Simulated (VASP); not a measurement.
**Tl: electric field gradients with PBE**

The system is Tl.

```
CELL_PARAMETERS angstrom
0.00000 2.13574 2.13574
2.13574 0.00000 2.13574
2.13574 2.13574 0.00000
ATOMIC_POSITIONS crystal
Tl 0.00000 0.00000 0.00000
```

This cell differs from its parent crystal: volume scaled by 0.96.

| Quantity | Value |
| --- | --- |
| Program | VASP 6.6.1 |
| Task | electric field gradients |
| Functional | PBE |
| Potentials or basis | VASP PAW PBE potentials, release 64 (Tl_d) |
| Cutoff | 520 eV |
| k mesh | 16 × 16 × 16 |
| Occupations | fermi-dirac, width 0.05 eV |
| Spin | no spin polarisation |
| Dipole correction | no |
| Further INCAR settings | ALGO = Normal; EDIFF = 1e-08; NBANDS = 12 |

```
Pressure : 45.9 GPa
```

Levels at points of the mesh, in eV from the Fermi level:
```csv
k point,band 4,band 5,band 6,band 7,band 8,band 9
"(0.00, 0.00, 0.00)",-12.80,-12.10,-12.10,10.81,13.08,13.08
"(0.50, 0.00, 0.00)",-11.50,-11.50,-5.24,-5.13,10.26,10.66
"(0.50, 0.50, 0.00)",-11.35,-11.35,-3.55,-2.59,4.51,4.51
```

It took 15 s on 1 thread of Intel(R) Xeon(R) 6975P-C (Granite Rapids), on a shared host, peak memory 0.16 GiB.

Caveat: without QUAD_EFG the Cq values of the log hold for a quadrupole moment of 1 mb, not for the nuclei; spin-orbit coupling is left out, which moves the levels of the heavy elements.
